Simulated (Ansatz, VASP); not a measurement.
Tl: VASP beside Ansatz

File INCAR:

```
SYSTEM = Tl
  ALGO = Normal
  EDIFF = 1E-6
  ENCUT = 520
  ISIF = 2
  ISMEAR = 0
  LASPH = .True.
  LCHARG = .True.
  LELF = .True.
  LREAL = .False.
  LVHAR = .True.
  LWAVE = .False.
  NBANDS = 12
  NELM = 80
  PREC = Accurate
  SIGMA = 0.15
```

The input KPOINTS:

```
k-points
0
Gamma
  16 16 16
  0 0 0
```

File POSCAR:

```
Tl
1.0
    0.0000000000      2.5649948823      2.4663412330
    2.4663412330      0.0000000000      2.4663412330
    2.4663412330      2.5649948823      0.0000000000
Tl
1
Direct
    0.0000000000      0.0000000000      0.0000000000
```

Input for Ansatz:

```yaml
crystal:
  lattice:
    - [0.0, 2.5649948823, 2.466341233]
    - [2.466341233, 0.0, 2.466341233]
    - [2.466341233, 2.5649948823, 0.0]
  atoms:
    - { symbol: Tl, position: [0.0, 0.0, 0.0] }
basis:
  ecutwfc: 420
kpoints:
  mp_grid: { grid: [16, 16, 16] }
hamiltonian:
  xc: lda
scf:
  occupations: { method: gaussian, width: 0.15 }
output:
  forces: true
  stress: true
  eigenvalues: true
```

Change from the starting cell: strain +0.0400 x Voigt [0, 1, 0, 0, 0, 0], atoms carried along.

Alike in both runs: task single point; functional LDA; k mesh 16 × 16 × 16; occupations gaussian, width 0.15 eV; no spin polarisation.

|  | VASP | Ansatz |
| --- | --- | --- |
| version | VASP 6.6.1 | Ansatz 0.2.0 |
| potentials or method | VASP PAW LDA potentials, release 64 (Tl_d), cutoff 520 eV | scalar-relativistic, plane waves, PAW |
| valence electrons in the cell | 13 | 13 |

Ansatz gave:

```
gap on the k mesh at the Fermi level (eV)                     : none
pressure (GPa)                                                : -4.3
traceless stress, the component that is largest in VASP (GPa) : 0.25
```

Question: What did VASP give for the same quantities?

Answer: gap on the k mesh at the Fermi level (eV): none; pressure (GPa): -4.2; traceless stress, the component that is largest in VASP (GPa): 0.24.

LDA's correlation is that of Perdew and Zunger in VASP and of Perdew and Wang (1992) in Ansatz. A gap of «none» marks a metal or a gap that the smearing closes.

Spin-orbit coupling is off throughout.
